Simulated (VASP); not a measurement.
Set up this calculation in VASP 6.6.1, as the native input.

```yaml
Task: single point
Functional: PBE
Potentials_or_basis: VASP PAW PBE potentials, release 64 (Ti_sv, O)
Cutoff: 520 eV
k_mesh: 8 × 8 × 8
Occupations: gaussian, width 0.01 eV
Spin: no spin polarisation
Hubbard_terms: Ti d U = 4.0 eV
Dipole_correction: no
Further_INCAR_settings: ALGO = Normal; EDIFF = 1e-07; NBANDS = 33
```

The structure of TiO2 lies in POSCAR:

```
TiO2
1.0
   -1.9090003605      1.9090003605      4.8875563651
    1.9090003605     -1.9090003605      4.8875563651
    1.9090003605      1.9090003605     -4.8875563651
Ti O
2 4
Direct
    0.0000000000      0.0000000000      0.0000000000
    0.7500000000      0.2500000000      0.5000000000
    0.9552981756      0.4552981756      0.5000000000
    0.2052981756      0.2052981756      0.0000000000
    0.5447018244      0.0447018244      0.5000000000
    0.7947018244      0.7947018244      0.0000000000
```

These files were run (other wordings do the same):

INCAR

```
SYSTEM = TiO2
  PREC = Accurate
  ENCUT = 520
  EDIFF = 1E-7
  ISMEAR = 0
  SIGMA = 0.01
  LREAL = .False.
  LASPH = .True.
  NELM = 150
  ALGO = Normal
  ISIF = 2
  LWAVE = .False.
  LCHARG = .False.
  LMAXMIX = 4
  LDAU = .True.
  LDAUTYPE = 2
  LDAUL = 2 -1
  LDAUU = 4 0
  LDAUJ = 0 0
  LDAUPRINT = 1
  GGA = PE
  NBANDS = 33
```

KPOINTS

```
regular mesh
0
Gamma
  8 8 8
  0 0 0
```

Potentials or basis: VASP PAW PBE potentials, release 64 (Ti_sv, O).

The run is started by

```sh
$ cat potpaw_PBE.64/Ti_sv/POTCAR potpaw_PBE.64/O/POTCAR > POTCAR
$ mpirun -np 1 vasp_std > vasp.out
```

Results of the run:

The pressure is 4.2 GPa, the largest force is 0.150 eV/Å and the band gap on the k mesh is 2.68 eV (least direct gap 2.95 eV).

Caveat: the cell stands under pressure.

Run time: 2.9 min on 1 thread of Intel(R) Xeon(R) 6975P-C (Granite Rapids) (shared host), peak memory 0.31 GiB.
